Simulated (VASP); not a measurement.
A run of VASP 6.6.1:

INCAR

```
SYSTEM = Mn
PREC = Accurate
ENCUT = 520
EDIFF = 1E-6
ISMEAR = -1
SIGMA = 0.05
LREAL = .FALSE.
LASPH = .TRUE.
NELM = 150
ALGO = Normal
ISIF = 2
LWAVE = .FALSE.
LCHARG = .FALSE.
ISPIN = 2
MAGMOM = 3 3 3 3
LORBIT = 11
LMAXMIX = 4
GGA = PS
NBANDS = 38
```

The input KPOINTS:

```
Automatic mesh
0
G
  16 16 5
  0 0 0
```

File POSCAR:

```
Mn
1.0
    2.4538495942      0.0000000000      0.0000000000
   -1.2269247971      2.1250960857      0.0000000000
    0.0000000000      0.0000000000      7.9167930197
Mn
4
Direct
    1.0000000000      0.0000000000      0.0000000000
    1.0000000000      1.0000000000      0.5000000000
    0.3333333333      0.6666666667      0.2500000000
    0.6666666667      0.3333333333      0.7500000000
```

Potentials or basis: VASP PAW PBE potentials, release 64 (Mn_pv).

Run with:

```bash
$ cat potpaw_PBE.64/Mn_pv/POTCAR > POTCAR
$ mpirun -np 1 vasp_std > vasp.out
```

Hardware: 1 thread of AMD EPYC 7R13 Processor (Zen 3), on a shared host.

Task: Estimate the wall time of this run.

Result: Wall time 8.8 min on 1 thread of AMD EPYC 7R13 Processor (Zen 3), on a shared host, peak memory 0.26 GiB. Counts: scf iterations 21, k points 90.
